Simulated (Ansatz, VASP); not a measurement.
## Two plane-wave programs on Hf

```
Hf
1.0
     3.11737    0.00000    0.00000
    -1.55869    2.69972    0.00000
     0.00000    0.00000   23.42440
Hf
4
Cartesian
  2.3380 0.4500 8.1002
  -0.7793 2.2498 10.4188
  2.3380 0.4500 13.0056
  -0.7793 2.2498 15.3242
```

Alike in both runs: functional LDA; k mesh 15 × 15 × 1; occupations fermi-dirac, width 0.1 eV; no spin polarisation.

Ansatz relaxed the structure, and its values are those at the end. VASP's run is a single point on that final structure, the one shown.

```csv
,VASP,Ansatz
version,VASP 6.6.1,Ansatz 0.2.0
potentials or method,"VASP PAW LDA potentials, release 64 (Hf_pv)","PAW with Ansatz's default frozen-core files, scalar-relativistic"
plane-wave cutoff (eV),520,420
valence electrons in the cell,40,104
```

VASP gave:

| Item | Value |
| --- | --- |
| rms of the force components (eV/Å) | 0.008 |

Q: Estimate Ansatz's values.

A: rms of the force components (eV/Å): 0.001.

LDA's correlation is that of Perdew and Zunger in VASP and of Perdew and Wang (1992) in Ansatz. VASP's potentials hold 40 valence electrons a cell and Ansatz's 104, so a difference there can come from the potentials and not from the codes. Ansatz's warnings: stress scf threshold loose, xc potential rough in thin density.

Neither program's run includes spin-orbit coupling.
